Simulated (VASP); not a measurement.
Wanted: the native input for a VASP 6.6.1 run.

```yaml
Task: single point
Functional: SVWN5
Potentials_or_basis: VASP PAW PBE potentials, release 64 (Ag)
Cutoff: 520 eV
k_mesh: 11 × 11 × 11
Occupations: fermi-dirac, width 0.05 eV
Spin: no spin polarisation
Dipole_correction: no
Further_INCAR_settings: ALGO = Fast; EDIFF = 1e-06; NBANDS = 12
```

The structure of Ag lies in POSCAR:

```
Ag
1.0
    0.0000000000      2.0427500000      2.0427500000
    2.0427500000      0.0000000000      2.0427500000
    2.0427500000      2.0427500000      0.0000000000
Ag
1
Direct
    0.0000000000      0.0000000000      0.0000000000
```

One way to write it, as run:

INCAR

```
SYSTEM = Ag
ALGO     = Fast           ! electronic algorithm
EDIFF    = 1E-6           ! SCF threshold, eV
ENCUT    = 520            ! plane-wave cutoff, eV
GGA      = VW             ! functional
ISIF     = 2              ! what is computed and relaxed
ISMEAR   = -1             ! smearing method
LASPH    = .TRUE.         ! aspherical terms in the spheres
LCHARG   = .FALSE.        ! write CHGCAR
LREAL    = .FALSE.        ! projectors in reciprocal space
LWAVE    = .FALSE.        ! write WAVECAR
NBANDS   = 12             ! bands
NELM     = 80             ! most SCF steps
PREC     = Accurate       ! precision mode
SIGMA    = 0.05           ! smearing width, eV
```

KPOINTS

```
k-points
0
G
  11 11 11
  0 0 0
```

Potentials or basis: VASP PAW PBE potentials, release 64 (Ag).

Command:

```console
$ cat potpaw_PBE.64/Ag/POTCAR > POTCAR
$ mpirun -np 1 vasp_std > vasp.out
```

It gave:

- Pressure: -7.7 GPa

Caveat: the PAW data sets were made with another functional, which shifts forces and pressure a little.

Run time: 8 s on 1 thread of AMD EPYC 7R13 Processor (Zen 3) (shared host), peak memory 0.1 GiB.
